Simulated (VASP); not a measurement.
# ScTa2N3 (P4/mmm) in VASP: a series of runs, part 2 of 2

VASP 6.6.1. The steps go on from the part before.

## 3. Single point, PBE

Contents of INCAR:

```
  ALGO = Normal
  EDIFF = 1E-6
  ENCUT = 520
  GGA = PE
  ISIF = 2
  ISMEAR = 0
  LASPH = True
  LCHARG = False
  LREAL = False
  LWAVE = False
  NBANDS = 33
  NELM = 100
  PREC = Accurate
  SIGMA = 0.1
```

Contents of KPOINTS:

```
k-points
0
Gamma
  14 14 6
```

Contents of POSCAR:

```
ScTa2N3
1.0
    2.7504599590      0.0000000000      0.0000000000
    0.0000000000      2.7504599590      0.0000000000
    0.0000000000      0.0000000000      8.2837654462
Sc Ta N
1 2 3
Direct
    0.0000000000      0.0000000000      0.0000000000
    0.0000000000      0.0000000000      0.3333441631
    0.0000000000      0.0000000000      0.6666558369
    0.5000000000      0.5000000000      0.1813819390
    0.5000000000      0.5000000000      0.5000000000
    0.5000000000      0.5000000000      0.8186180610
```

Potentials or basis: VASP PAW PBE potentials, release 64 (Sc_sv, Ta_pv, N).

Command:

```console
$ cat potpaw_PBE.64/Sc_sv/POTCAR potpaw_PBE.64/Ta_pv/POTCAR potpaw_PBE.64/N/POTCAR > POTCAR
$ mpirun -np 1 vasp_std > vasp.out
```

OUTCAR:

```text
EDIFF = 1E-6
   ENCUT = 520
   GGA = PE
   ISIF = 2
   ISMEAR = 0
   LASPH = True
   LREAL = False
   NELM = 100
   PREC = Accurate

 ion  position               nearest neighbor table
   1  0.000  0.000  0.000-   4 2.46   6 2.46   4 2.46   6 2.46   4 2.46   6 2.46   4 2.46   6 2.46
                             2 2.76   3 2.76
   2  0.000  0.000  0.333-   4 2.32   4 2.32   4 2.32   4 2.32   5 2.39   5 2.39   5 2.39   5 2.39
                             3 2.76   1 2.76
   3  0.000  0.000  0.667-   6 2.32   6 2.32   6 2.32   6 2.32   5 2.39   5 2.39   5 2.39   5 2.39
                             2 2.76   1 2.76
   4  0.500  0.500  0.181-   2 2.32   2 2.32   2 2.32   2 2.32   1 2.46   1 2.46   1 2.46   1 2.46

   5  0.500  0.500  0.500-   2 2.39   3 2.39   2 2.39   3 2.39   2 2.39   3 2.39   2 2.39   3 2.39

   6  0.500  0.500  0.819-   3 2.32   3 2.32   3 2.32   3 2.32   1 2.46   1 2.46   1 2.46   1 2.46

  LATTYP: Found a simple tetragonal cell.
 ALAT       =     2.7504599590
 C/A-ratio  =     3.0117746012

  Lattice vectors:

 A1 = (   2.7504599590,   0.0000000000,   0.0000000000)
 A2 = (   0.0000000000,   2.7504599590,   0.0000000000)
 A3 = (   0.0000000000,   0.0000000000,   8.2837654462)
[... 187 lines left out ...]
 fundamental gap:      0.0232604221
 Fermi energy:         8.1090415149

 k-point     1 :       0.0000    0.0000    0.0000
  band No.  band energies     occupation
      1     -41.4691      2.00000
      2     -27.2414      2.00000
      3     -26.6578      2.00000
      4     -26.2887      2.00000
      5     -26.2887      2.00000
      6     -26.2303      2.00000
[... 853 lines left out ...]
     32      11.7831      0.00000
     33      13.1775      0.00000

 [... further k-points ...]

------------------------ aborting loop because EDIFF is reached ----------------------------------------

  FORCE on cell =-STRESS in cart. coord.  units (eV):
  Direction    XX          YY          ZZ          XY          YZ          ZX
  --------------------------------------------------------------------------------------
  -------------------------------------------------------------------------------------
  Total        0.3065763      0.3065763      0.3185863      0.0000000      0.0000000     -0.0000000
  in kB        7.8380985      7.8380985      8.1451525      0.0000000      0.0000000     -0.0000000
  external PRESSURE =       7.9404498 kB  Pullay stress =       0.0000000 kB

 VOLUME and BASIS-vectors are now :
 -----------------------------------------------------------------------------
  energy-cutoff  :      520.00
  volume of cell :       62.67
      direct lattice vectors                 reciprocal lattice vectors
     2.750459959  0.000000000  0.000000000     0.363575553  0.000000000  0.000000000
     0.000000000  2.750459959  0.000000000     0.000000000  0.363575553  0.000000000
     0.000000000  0.000000000  8.283765446     0.000000000  0.000000000  0.120718049

 POSITION                                       TOTAL-FORCE (eV/Angst)
 -----------------------------------------------------------------------------------
      0.00000      0.00000      0.00000        -0.000000      0.000000     -0.000000
      0.00000      0.00000      2.76134         0.000000     -0.000000      0.014626
      0.00000      0.00000      5.52242         0.000000      0.000000     -0.014626
      1.37523      1.37523      1.50253        -0.000000      0.000000     -0.005006
      1.37523      1.37523      4.14188        -0.000000      0.000000     -0.000000
      1.37523      1.37523      6.78124        -0.000000      0.000000      0.005006
 -----------------------------------------------------------------------------------
    total drift:                               -0.000000     -0.000000      0.000000

  FREE ENERGIE OF THE ION-ELECTRON SYSTEM (eV)
  ---------------------------------------------------
  free  energy   TOTEN  =       -58.6398667460 eV

  energy  without entropy=      -58.6266079841  energy(sigma->0) =      -58.63323737
```

OSZICAR:

```text
N       E                     dE             d eps       ncg     rms          rms(c)
DAV:   1     0.520502126648E+03    0.52050E+03   -0.23755E+04  9560   0.160E+03
DAV:   2    -0.122066175292E+02   -0.53271E+03   -0.50963E+03  9560   0.504E+02
DAV:   3    -0.654134747976E+02   -0.53207E+02   -0.50017E+02 13455   0.134E+02
DAV:   4    -0.678437596576E+02   -0.24303E+01   -0.23813E+01 14522   0.319E+01
DAV:   5    -0.678810277754E+02   -0.37268E-01   -0.37161E-01 12311   0.355E+00    0.331E+01
DAV:   6    -0.591441842703E+02    0.87368E+01   -0.50746E+01 14560   0.393E+01    0.149E+01
DAV:   7    -0.590955304039E+02    0.48654E-01   -0.60778E+00 14700   0.186E+01    0.897E+00
DAV:   8    -0.588918164570E+02    0.20371E+00   -0.29864E+00 14919   0.114E+01    0.510E+00
DAV:   9    -0.586498658068E+02    0.24195E+00   -0.82710E-01 15164   0.667E+00    0.713E-01
DAV:  10    -0.586404562520E+02    0.94096E-02   -0.49942E-02 13551   0.131E+00    0.359E-01
DAV:  11    -0.586399842242E+02    0.47203E-03   -0.58225E-03 13557   0.446E-01    0.193E-01
DAV:  12    -0.586398921075E+02    0.92117E-04   -0.11963E-03 14503   0.241E-01    0.527E-02
DAV:  13    -0.586398675638E+02    0.24544E-04   -0.18358E-04 14488   0.104E-01    0.219E-02
DAV:  14    -0.586398689335E+02   -0.13697E-05   -0.35628E-05 14431   0.417E-02    0.995E-03
DAV:  15    -0.586398667307E+02    0.22028E-05   -0.85981E-06 13920   0.217E-02    0.300E-03
DAV:  16    -0.586398667460E+02   -0.15312E-07   -0.40821E-07  7368   0.591E-03
   1 F= -.58639867E+02 E0= -.58633237E+02  d E =-.132588E-01
```

It took 2.9 min on 1 thread of AMD EPYC 9R45 (Zen 5), shared host; peak memory 0.34 GiB.

Results:

- Free energy: -58.6399 eV
- Pressure: 0.8 GPa
- Largest force: 0.015 eV/Å
- Band gap on the k mesh: zero (band 24 reaches 10.53 eV, above the bottom of band 25 at 6.64 eV)

Forces in eV/Å, atoms in the order of the input:
```
Sc   0.000  0.000  0.000
Ta   0.000  0.000  0.015
Ta   0.000  0.000 -0.015
N    0.000  0.000 -0.005
N    0.000  0.000  0.000
N    0.000  0.000  0.005
```

Caveat: spin-orbit coupling is left out, which moves the levels of the heavy elements.

## 4. Single point, PBE, collinear spin, ferromagnetic start

This run uses another cell than the first one, of 16.64 Å³/atom, 1.593 times its volume.

Contents of INCAR:

```
PREC     = Accurate       # precision mode
ENCUT    = 520            # plane-wave cutoff, eV
EDIFF    = 1E-6           # SCF threshold, eV
ISMEAR   = 0              # smearing method
SIGMA    = 0.1            # smearing width, eV
LREAL    = False          # projectors in reciprocal space
LASPH    = True           # aspherical terms in the spheres
NELM     = 150            # most SCF steps
ALGO     = Normal         # electronic algorithm
ISIF     = 2              # what is computed and relaxed
LWAVE    = False          # write WAVECAR
LCHARG   = False          # write CHGCAR
ISPIN    = 2              # spin polarisation
MAGMOM   = 0 1 1 0 0 0    # initial moments
LORBIT   = 11             # projections on sites
LMAXMIX  = 4              # l up to which the mixer works
GGA      = PE             # functional
NBANDS   = 37             # bands
```

Contents of KPOINTS:

```
regular mesh
0
Gamma
  6 6 2
```

Contents of POSCAR:

```
ScTa2N3
1.0
    3.1589135100      0.0000000000      0.0000000000
    0.0000000000      3.1589135100      0.0000000000
    0.0000000000      0.0000000000     10.0027429000
Sc Ta N
1 2 3
Direct
    0.0000000000      0.0000000000      0.0000000000
    0.0000000000      0.0000000000      0.3334420000
    0.0000000000      0.0000000000      0.6665580000
    0.5000000000      0.5000000000      0.1787200000
    0.5000000000      0.5000000000      0.5000000000
    0.5000000000      0.5000000000      0.8212800000
```

Command:

```console
$ cat potpaw_PBE.64/Sc_sv/POTCAR potpaw_PBE.64/Ta_pv/POTCAR potpaw_PBE.64/N/POTCAR > POTCAR
$ mpirun -np 1 vasp_std > vasp.out
```

It took 2.4 min on 1 thread of AMD EPYC 9R45 (Zen 5), shared host; peak memory 0.28 GiB.

The run converged. Its results:

* Free energy: -50.5519 eV
* Pressure: -44.7 GPa
* Largest force: 1.013 eV/Å
* Net moment: 0.40 μB per cell
* Site moments: Sc +0.34; Ta +0.00; N -0.02, +0.00 μB
* Valence electrons inside the program's atomic spheres: Sc 9.13; Ta 8.34; N 3.43, 3.40

Forces on the atoms (eV/Å):
```
Sc   0.000  0.000  0.000
Ta   0.000  0.000  0.151
Ta   0.000  0.000 -0.151
N    0.000  0.000  1.013
N    0.000  0.000  0.000
N    0.000  0.000 -1.013
```

Stress tensor (GPa, compression positive):
```
-41.05   0.00   0.00
  0.00 -41.05   0.00
  0.00   0.00 -52.07
```

Levels at points of the mesh, in eV from the Fermi level:
Spin up:
```csv
k point,band 22,band 23,band 24,band 25,band 26,band 27
"(0.00, 0.00, 0.00)",-1.13,-1.10,-0.76,-0.61,-0.61,-0.23
"(0.50, 0.00, 0.00)",-1.10,-0.82,-0.41,-0.37,0.95,1.28
"(0.50, 0.50, 0.00)",-1.05,-0.39,0.31,1.12,1.12,1.54
"(0.00, 0.00, 0.50)",-0.91,-0.78,-0.78,-0.75,-0.51,-0.16
"(0.50, 0.00, 0.50)",-1.10,-1.05,-0.37,-0.09,0.72,1.43
"(0.50, 0.50, 0.50)",-1.75,-0.68,0.14,1.57,1.57,1.60
```
Spin down:
```
           k point  band 20  band 21  band 22  band 23  band 24  band 25  band 26  band 27  band 28  band 29
(0.00, 0.00, 0.00)    -1.34    -1.15    -1.15    -1.12    -0.64    -0.64    -0.15     0.06     1.24     1.51
(0.50, 0.00, 0.00)    -1.55    -1.24    -1.10    -0.85    -0.37     0.23     0.96     1.40     1.76     1.95
(0.50, 0.50, 0.00)    -2.99    -2.99    -1.01    -0.42     0.39     1.21     1.21     1.57     2.02     2.65
(0.00, 0.00, 0.50)    -1.57    -0.94    -0.94    -0.79    -0.79    -0.51     0.02     0.06     1.22     1.72
(0.50, 0.00, 0.50)    -1.49    -1.46    -1.10    -1.07    -0.12     0.23     0.76     1.51     1.62     2.20
(0.50, 0.50, 0.50)    -3.18    -2.36    -1.71    -0.68     0.29     1.67     1.72     1.72     1.74     1.74
```

Caveat: spin-orbit coupling is left out, which moves the levels of the heavy elements; forces of over 1 eV/Å act on the atoms, so gaps and moduli don't describe the material at rest.

## 5. The runs side by side

```tsv
spin	cell	k mesh	gap on the mesh (eV)	pressure (GPa)	moment (μB)	largest force (eV/Å)
collinear, ferromagnetic start	a = 2.751, b = 2.751, c = 8.279 Å, 6 atoms	6 × 6 × 2	none	0.8	0.00	0.01
off	a = 2.750, b = 2.750, c = 8.284 Å, 6 atoms	14 × 14 × 6	none	0.8	-	0.01
collinear, ferromagnetic start	a = 3.159, b = 3.159, c = 10.003 Å, 6 atoms	6 × 6 × 2	none	-44.7	0.40	1.01
```

Alike in all rows: task single point; level PBE; potentials or basis VASP PAW PBE potentials, release 64 (Sc_sv, Ta_pv, N); cutoff (eV) 520; smearing gaussian 0.1 eV.

Caveats: some runs use coarse meshes; spin-orbit coupling is left out, which moves the levels of the heavy elements; forces of over 1 eV/Å act on the atoms, so gaps and moduli don't describe the material at rest (some runs).

Absolute energies hang on the potentials; compare differences alone.
